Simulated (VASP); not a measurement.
# Hg: single point with PBE+D3(BJ)

The system is Hg.

```xyz
4
Lattice="3.2694 0.0000 0.0000 -1.6347 2.8314 0.0000 0.0000 0.0000 10.3721" Properties=species:S:1:pos:R:3 pbc="T T T"
Hg    0.0000    0.0000    0.0000
Hg    0.0000    1.8876    2.5930
Hg    0.0000    0.0000    5.1861
Hg    1.6347    0.9438    7.7791
```

This cell differs from its parent crystal: volume scaled by 0.94, then relaxed in part.

- Program: VASP 6.6.1
- Task: single point
- Functional: PBE
- Dispersion: D3(BJ)
- Potentials or basis: VASP PAW PBE potentials, release 64 (Hg)
- Cutoff: 500 eV
- k mesh: 15 × 15 × 4
- Occupations: gaussian, width 0.1 eV
- Spin: no spin polarisation

```
Pressure                   : 1.6 GPa
Band gap on the k mesh     : zero (band 24 reaches 2.73 eV, above the bottom of band 25 at 1.29 eV)
Dispersion energy per atom : -0.436 eV
```

Stress tensor (GPa, compression positive):
```
1.61 0.00 0.00
0.00 1.61 0.00
0.00 0.00 1.70
```

Levels at points of the mesh, in eV from the Fermi level:
```tsv
k point	band 22	band 23	band 24	band 25	band 26	band 27
(0.00, 0.00, 0.00)	-5.67	-5.67	-1.22	-1.16	7.20	7.21
(0.00, 0.00, 0.50)	-5.78	-4.28	-4.28	2.69	2.69	12.02
```

It took 56 s on 1 thread of Intel(R) Xeon(R) 6975P-C (Granite Rapids), with other jobs on the host, peak memory 0.32 GiB.

Caveat: spin-orbit coupling is left out, which moves the levels of the heavy elements; pairwise dispersion overbinds metals, which lowers pressure and volume.
